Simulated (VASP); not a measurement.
Here is a VASP 6.6.1 calculation.

The input INCAR:

```
SYSTEM = GaN
PREC = Accurate
ENCUT = 600
EDIFF = 1E-6
ISMEAR = -1
SIGMA = 0.02
LREAL = .FALSE.
LASPH = .TRUE.
NELM = 60
ALGO = Normal
ISIF = 3
LWAVE = .FALSE.
LCHARG = .FALSE.
GGA = PE
IBRION = 2
NSW = 80
EDIFFG = -0.005
```

File KPOINTS:

```
regular mesh
0
G
  12 12 4
  0 0 0
```

POSCAR

```
GaN
1.0
    2.9709044594      0.0000000000      0.0000000000
   -1.4854522297      2.5728787340      0.0000000000
    0.0000000000      0.0000000000      9.7029739643
Ga N
4 4
Direct
    0.0000000000      0.0000000000      0.0000000000
    0.3333333333      0.6666666667      0.2500000000
    0.0000000000      0.0000000000      0.5000000000
    0.6666666667      0.3333333333      0.7500000000
    0.0000000000      0.0000000000      0.1875000000
    0.3333333333      0.6666666667      0.4375000000
    0.0000000000      0.0000000000      0.6875000000
    0.6666666667      0.3333333333      0.9375000000
```

Potentials or basis: VASP PAW PBE potentials, release 64 (Ga_d, N).

Launch:

```sh
$ cat potpaw_PBE.64/Ga_d/POTCAR potpaw_PBE.64/N/POTCAR > POTCAR
$ mpirun -np 1 vasp_std > vasp.out
```

Question: Estimate the space group after relaxing (to 0.1 Å).

Answer: P6_3mc (No. 186).

Question: Predict the relaxed cell.

Answer: a = 3.217 Å, b = 3.217 Å, c = 10.498 Å, α = 90.00°, β = 90.00°, γ = 120.00°.

Question: What does it give for the band gap on the k mesh?

Answer: 1.63 eV.

The path:
| step | energy change (eV) | largest force (eV/Å) | pressure (GPa) | volume (Å³) |
| --- | --- | --- | --- | --- |
| 1 | 0.0000 | 0.0468 | 68.04 | 74.17 |
| 2 | -0.1525 | 0.0375 | -26.50 | 124.96 |
| 3 | -3.4232 | 0.0417 | -1.94 | 95.20 |
| 4 | -3.4293 | 0.0419 | -0.55 | 94.40 |
| 5 | -3.4296 | 0.0419 | 0.24 | 93.96 |
| 6 | -3.4298 | 0.0109 | 0.28 | 93.96 |
| 7 | -3.4298 | 0.0162 | 0.28 | 93.96 |
| 8 | -3.4299 | 0.0011 | -0.29 | 94.14 |
| 9 | -3.4299 | 0.0091 | 0.15 | 94.10 |
| 10 | -3.4299 | 0.0045 | -0.05 | 94.11 |
| 11 | -3.4299 | 0.0085 | -0.01 | 94.11 |
| 12 | -3.4299 | 0.0006 | 0.04 | 94.11 |

Caveat: the volume moved by over 15 % at a fixed basis, so the end points are rough. A k mesh can miss the band edges.
